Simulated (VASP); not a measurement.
# ZrB2 (P6/mmm) in VASP: further runs

The runs below take ZrB2 through single point, with PBEsol.

Everything below comes from runs of VASP 6.6.1. Logs are shortened: lines on timing, memory, paths and dates and some standing lists are left out, and cuts for length are marked.

## (1) The cell of the first run

It takes space group P6/mmm (No. 191, hexagonal). Conventional cell: a = 3.060 Å, b = 3.060 Å, c = 3.448 Å, α = 90.00°, β = 90.00°, γ = 120.00°. Within 3.3 Å of Zr (site symmetry 6/mmm) lie 12 B at 2.47 Å and 6 Zr at 3.06 Å. B (site symmetry -6m2) has 3 B at 1.77 Å within 2.3 Å.

## (2) Single point, PBEsol

File INCAR:

```
SYSTEM = ZrB2
ALGO = Normal
EDIFF = 1E-7
ENCUT = 520
GGA = PS
ISIF = 2
ISMEAR = 0
LASPH = .TRUE.
LCHARG = .FALSE.
LREAL = .FALSE.
LWAVE = .FALSE.
NBANDS = 16
NELM = 80
PREC = Accurate
SIGMA = 0.15
```

File KPOINTS:

```
k-points
0
G
  15 15 12
  0 0 0
```

File POSCAR:

```
ZrB2
1.0
    3.0602000000      0.0000000000      0.0000000000
   -1.5301000000      2.6502109406      0.0000000000
    0.0000000000      0.0000000000      3.4483000000
Zr B
1 2
Direct
    0.0000000000      0.0000000000      0.0000000000
    0.3333333333      0.6666666667      0.5000000000
    0.6666666667      0.3333333333      0.5000000000
```

Potentials or basis: VASP PAW PBE potentials, release 64 (Zr_sv, B).

Launch:

```
$ cat potpaw_PBE.64/Zr_sv/POTCAR potpaw_PBE.64/B/POTCAR > POTCAR
$ mpirun -np 1 vasp_std > vasp.out
```

OUTCAR:

```text
SYSTEM = ZrB2
   EDIFF = 1E-7
   ENCUT = 520
   GGA = PS
   ISIF = 2
   ISMEAR = 0
   LASPH = .TRUE.
   LREAL = .FALSE.
   NELM = 80
   PREC = Accurate

 ion  position               nearest neighbor table
   1  0.000  0.000  0.000-   2 2.47   3 2.47   2 2.47   3 2.47   2 2.47   2 2.47   3 2.47   3 2.47
                             3 2.47   3 2.47   2 2.47   2 2.47
   2  0.333  0.667  0.500-   3 1.77   3 1.77   3 1.77   1 2.47   1 2.47   1 2.47   1 2.47   1 2.47
                             1 2.47
   3  0.667  0.333  0.500-   2 1.77   2 1.77   2 1.77   1 2.47   1 2.47   1 2.47   1 2.47   1 2.47
                             1 2.47

  LATTYP: Found a hexagonal cell.
 ALAT       =     3.0602000000
 C/A-ratio  =     1.1268217764

  Lattice vectors:

 A1 = (   3.0602000000,   0.0000000000,   0.0000000000)
 A2 = (  -1.5301000000,   2.6502109406,   0.0000000000)
 A3 = (   0.0000000000,   0.0000000000,   3.4483000000)

Analysis of symmetry for initial positions (statically):
=====================================================================
 Subroutine PRICEL returns:
 Original cell was already a primitive cell.

 Routine SETGRP: Setting up the symmetry group for a
 hexagonal supercell.

 Subroutine GETGRP returns: Found 24 space group operations
 (whereof 24 operations were pure point group operations)
 out of a pool of 24 trial point group operations.

The static configuration has the point symmetry D_6h.

Analysis of symmetry for dynamics (positions and initial velocities):
=====================================================================
 Subroutine PRICEL returns:
 Original cell was already a primitive cell.

 Routine SETGRP: Setting up the symmetry group for a
 hexagonal supercell.

 Subroutine GETGRP returns: Found 24 space group operations
 (whereof 24 operations were pure point group operations)
 out of a pool of 24 trial point group operations.

The dynamic configuration has the point symmetry D_6h.

 Subroutine INISYM returns: Found 24 space group operations
 (whereof 24 operations are pure point group operations),
 and found     1 'primitive' translations

----------------------------------------------------------------------------------------

                                     Primitive cell

  volume of cell :      27.9663

  direct lattice vectors                    reciprocal lattice vectors
     3.060200000  0.000000000  0.000000000     0.326776028  0.188664228  0.000000000
[... 85 lines left out ...]
   LASPH  =      T    aspherical Exc in radial PAW
   ENCUT  =  520.0 eV  38.22 Ry    6.18 a.u.   5.69  5.69  6.41*2*pi/ulx,y,z
   NELM   =     80;   NELMIN=  2; NELMDL= -5     # of ELM steps
   EDIFF  = 0.1E-06   stopping-criterion for ELM
   LREAL  =      F    real-space projection
   EDIFFG = 0.1E-05   stopping-criterion for IOM
   NSW    =      0    number of steps for IOM
   IBRION =     -1    ionic relax: 0-MD 1-quasi-New 2-CG
   NFREE  =      0    steps in history (QN), initial steepest desc. (CG)
   ISIF   =      2    stress and relaxation
   ISYM   =      2    0-nonsym 1-usesym 2-fastsym
   POTIM  = 0.5000    time-step for ionic-motion
   TEBEG  =    0.0;   TEEND  =   0.0 temperature during run
   PSTRESS=    0.0 pullay stress
   NELECT =      18.0000    total number of electrons
   NUPDOWN=      -1.0000    fix difference up-down
   EMIN   =  10.00;   EMAX   =-10.00  energy-range for DOS
   EFERMI =   0.00;   METHOD = LEGACY
   ISMEAR =     0;   SIGMA  =   0.15  broadening in eV -4-tet -1-fermi 0-gaus
   EFERMI_NEDOS =   21; number of points for ismear=-14 and -15
   IALGO  =     38    algorithm
   IMIX   =      4    mixing-type and parameters
     AMIX     =   0.40;   BMIX     =  1.00
     AMIX_MAG =   1.60;   BMIX_MAG =  1.00
  volume/ion in A,a.u.               =       9.32        62.91
  Fermi-wavevector in a.u.,A,eV,Ry     =   1.413472  2.671075 27.183125  1.997903
  Thomas-Fermi vector in A             =   2.535114
   LORBIT       =      0    0 simple, 1 ext, 2 COOP (PROOUT), +10 PAW based schemes
   GGA     = PS    functional components
   LHFCALC =     F    Hartree Fock is set to
   AEXX    =    0.0000 exact exchange contribution
   IVDW    =     0    specifies the selected vdW correction
   LEPSILON=     F    determine dielectric tensor
   LRPA    =     F    only Hartree local field effects (RPA)
 non-spin polarized calculation
 Gauss-broadening in eV      SIGMA  =   0.15
  energy-cutoff  :      520.00
  volume of cell :       27.97
 maximum number of plane-waves:       768
 NGX is ok and might be reduce to    24
   NGX = 11   NGY = 11   NGZ = 13

 number of electron      18.0000000 magnetization

 Free energy of the ion-electron system (eV)
  ---------------------------------------------------
  ext. energy  EPLUGINS =         0.00000000
  ---------------------------------------------------
  free energy    TOTEN  =       -26.23989665 eV

  energy without entropy =      -26.23764659  energy(sigma->0) =      -26.23877162

 E-fermi :  11.4652     XC(G=0): -12.9861

 val. band max:       11.4547063020   @ k =   0.4000   0.1333   0.0000
 cond. band min:      11.4698739700   @ k =   0.0667   0.0667   0.4167
 fundamental gap:      0.0151676680
 Fermi energy:        11.4651687451

 k-point     1 :       0.0000    0.0000    0.0000
  band No.  band energies     occupation
      1     -36.7241      2.00000
      2     -15.0223      2.00000
      3     -14.2585      2.00000
      4     -14.2585      2.00000
      5      -1.6355      2.00000
      6       8.6328      2.00000
[... 433 lines left out ...]
      3     -14.8662      2.00000
      4     -14.7407      2.00000
      5       2.8583      2.00000
      6       3.2852      2.00000
[... 8 lines left out ...]
     15      22.1166      0.00000
     16      22.2454      0.00000

 [... further k-points ...]
[... 5 lines left out ...]
  --------------------------------------------------------------------------------------
  -------------------------------------------------------------------------------------
  Total        4.4606846      4.4606846      3.2569714      0.0000000     -0.0000000     -0.0000000
  in kB      255.5505378    255.5505378    186.5903748      0.0000000     -0.0000000     -0.0000000
  external PRESSURE =     232.5638168 kB  Pullay stress =       0.0000000 kB

 VOLUME and BASIS-vectors are now :
 -----------------------------------------------------------------------------
  energy-cutoff  :      520.00
  volume of cell :       27.97
      direct lattice vectors                 reciprocal lattice vectors
     3.060200000  0.000000000  0.000000000     0.326776028  0.188664228  0.000000000
    -1.530100000  2.650210941  0.000000000     0.000000000  0.377328455  0.000000000
     0.000000000  0.000000000  3.448300000     0.000000000  0.000000000  0.289997970

 POSITION                                       TOTAL-FORCE (eV/Angst)
 -----------------------------------------------------------------------------------
      0.00000      0.00000      0.00000        -0.000000      0.000000     -0.000000
     -0.00000      1.76681      1.72415         0.000000     -0.000000      0.000000
      1.53010      0.88340      1.72415        -0.000000      0.000000     -0.000000
 -----------------------------------------------------------------------------------
    total drift:                               -0.000000      0.000000      0.000000

  FREE ENERGIE OF THE ION-ELECTRON SYSTEM (eV)
  ---------------------------------------------------
  free  energy   TOTEN  =       -26.2398966525 eV

  energy  without entropy=      -26.2376465856  energy(sigma->0) =      -26.23877162
```

OSZICAR:

```text
N       E                     dE             d eps       ncg     rms          rms(c)
DAV:   1     0.104011831028E+03    0.10401E+03   -0.97703E+03  6064   0.113E+03
DAV:   2    -0.249313963444E+02   -0.12894E+03   -0.12411E+03  7944   0.297E+02
DAV:   3    -0.289449863748E+02   -0.40136E+01   -0.39972E+01  9088   0.449E+01
DAV:   4    -0.289979504314E+02   -0.52964E-01   -0.52955E-01  7488   0.482E+00
DAV:   5    -0.289992789686E+02   -0.13285E-02   -0.13285E-02  8992   0.476E-01    0.270E+01
DAV:   6    -0.263021875936E+02    0.26971E+01   -0.55535E+00  7896   0.169E+01    0.114E+01
DAV:   7    -0.262419967269E+02    0.60191E-01   -0.65488E-01  8416   0.529E+00    0.401E+00
DAV:   8    -0.262447885570E+02   -0.27918E-02   -0.12272E-01  7232   0.288E+00    0.413E-01
DAV:   9    -0.262402422814E+02    0.45463E-02   -0.20640E-02  7256   0.114E+00    0.206E-01
DAV:  10    -0.262399017645E+02    0.34052E-03   -0.19051E-03  7072   0.421E-01    0.468E-02
DAV:  11    -0.262398986340E+02    0.31304E-05   -0.67716E-05  7536   0.801E-02    0.138E-02
DAV:  12    -0.262398968736E+02    0.17604E-05   -0.43681E-06  7592   0.184E-02    0.716E-03
DAV:  13    -0.262398966645E+02    0.20910E-06   -0.86747E-07  8096   0.863E-03    0.141E-03
DAV:  14    -0.262398966525E+02    0.11997E-07   -0.37268E-08  3976   0.163E-03
   1 F= -.26239897E+02 E0= -.26238772E+02  d E =-.225007E-02
```

stdout:

```text
POSCAR found type information on POSCAR ZrB
 POSCAR found :  2 types and       3 ions
 scaLAPACK will be used
 -----------------------------------------------------------------------------
|                                                                             |
|                                                                             |
|     You enforced a specific xc type in the INCAR file but a different       |
|     I HOPE YOU KNOW WHAT YOU ARE DOING!                                     |
|                                                                             |
 -----------------------------------------------------------------------------

 LDA part: xc-table for (Slater+PW92), standard interpolation
 POSCAR, INCAR and KPOINTS ok, starting setup
 FFT: planning ... GRIDC
 FFT: planning ... GRID_SOFT
 FFT: planning ... GRID
 WAVECAR not read
 entering main loop
```

Run time: 44 s. Hardware: 1 thread of AMD EPYC 9R45 (Zen 5), shared host; peak memory 0.18 GiB.

Results:

| Item | Value |
| --- | --- |
| Free energy | -26.2399 eV |
| Pressure | 23.3 GPa |
| Band gap on the k mesh | zero (band 9 reaches 12.35 eV, above the bottom of band 10 at 11.21 eV) |

Levels at points of the mesh, in eV from the Fermi level:
| k point | band 6 | band 7 | band 8 | band 9 | band 10 | band 11 | band 12 | band 13 |
| --- | --- | --- | --- | --- | --- | --- | --- | --- |
| (0.00, 0.00, 0.00) | -2.83 | -2.69 | -2.69 | -2.30 | 3.89 | 3.89 | 4.63 | 4.63 |
| (0.00, 0.00, 0.50) | -7.18 | -0.88 | -0.88 | 0.49 | 0.49 | 0.89 | 0.89 | 1.89 |

Caveat: the PAW data sets were made with another functional, which shifts forces and pressure a little.

## (3) Single point, PBEsol

This run uses another cell than the first one, of 9.38 Å³/atom, 1.006 times its volume.

File INCAR:

```
SYSTEM = ZrB2
PREC = Accurate ; ENCUT = 520
EDIFF = 1E-6 ; ISMEAR = 0
SIGMA = 0.15 ; LREAL = .FALSE.
LASPH = .TRUE. ; NELM = 100
ALGO = Normal ; ISIF = 2
LWAVE = .FALSE. ; LCHARG = .FALSE.
GGA = PS ; NBANDS = 16
```

File KPOINTS:

```
regular mesh
0
G
  15 15 12
  0 0 0
```

File POSCAR:

```
ZrB2
1.0
    3.1233000000      0.0000000000      0.0000000000
   -1.5616500000      2.7048571436      0.0000000000
    0.0000000000      0.0000000000      3.3314000000
Zr B
1 2
Direct
    0.0000000000      0.0000000000      0.0000000000
    0.3333333333      0.6666666667      0.5000000000
    0.6666666667      0.3333333333      0.5000000000
```

Potentials or basis: VASP PAW PBE potentials, release 64 (Zr_sv, B).

Launch:

```
$ cat potpaw_PBE.64/Zr_sv/POTCAR potpaw_PBE.64/B/POTCAR > POTCAR
$ mpirun -np 1 vasp_std > vasp.out
```

It took 40 s on 1 thread of AMD EPYC 9R45 (Zen 5), shared host; peak memory 0.18 GiB.

It converged, with:

```yaml
Free_energy: -26.2390 eV
Pressure: 20.7 GPa
Band_gap_on_the_k_mesh: zero (band 9 reaches 11.94 eV, above the bottom of band 10 at 11.15 eV)
```

Stress tensor (GPa, compression positive):
```
15.86  0.00  0.00
 0.00 15.86  0.00
 0.00  0.00 30.32
```

Levels at points of the mesh, in eV from the Fermi level:
```
           k point  band 6  band 7  band 8  band 9  band 10  band 11  band 12  band 13
(0.00, 0.00, 0.00)   -3.13   -3.13   -2.73   -1.89     3.80     3.80     4.86     5.06
(0.00, 0.00, 0.50)   -7.19   -1.17   -1.17   -0.10    -0.10     0.82     0.82     2.87
```

Caveat: the PAW data sets were made with another functional, which shifts forces and pressure a little.

(Part 1 of 2 ends here.)
